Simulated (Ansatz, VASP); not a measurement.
# One calculation of Mn3O, two programs

```
Mn O
1.0
     3.51699    0.00000    0.00000
     0.00000    3.51699    0.00000
     0.00000    0.00000    3.51699
Mn O
3 1
Direct
  0.00000 0.50000 0.50000
  0.50000 0.00000 0.50000
  0.50000 0.50000 0.00000
  0.00000 0.00000 0.00000
```

Alike in both runs: functional PBE; k mesh 6 × 6 × 6; occupations gaussian, width 0.1 eV; collinear spin.

Ansatz relaxed the structure, and its values are those at the end. VASP's run is a single point on that final structure, the one shown.

|  | VASP | Ansatz |
| --- | --- | --- |
| version | VASP 6.6.1 | Ansatz 0.2.0 |
| potentials or method | VASP PAW PBE potentials, release 64 (Mn_pv, O), cutoff 520 eV | scalar-relativistic, plane waves, PAW |
| valence electrons in the cell | 45 | 51 |

```tsv
	VASP	Ansatz	Ansatz less VASP
gap on the k mesh at the Fermi level (eV)	none	none	-
pressure (GPa)	0.2	0.0	-0.19
net moment per atom (μB)	1.59	1.57	-0.018
size of the moment on the site where the two differ most (μB)	2.00	1.94	-0.051
```

Site moments also hang on the region over which each program counts them. A gap of «none» marks a metal or a gap that the smearing closes. VASP's potentials hold 45 valence electrons a cell and Ansatz's 51, so a difference there can come from the potentials and not from the codes.
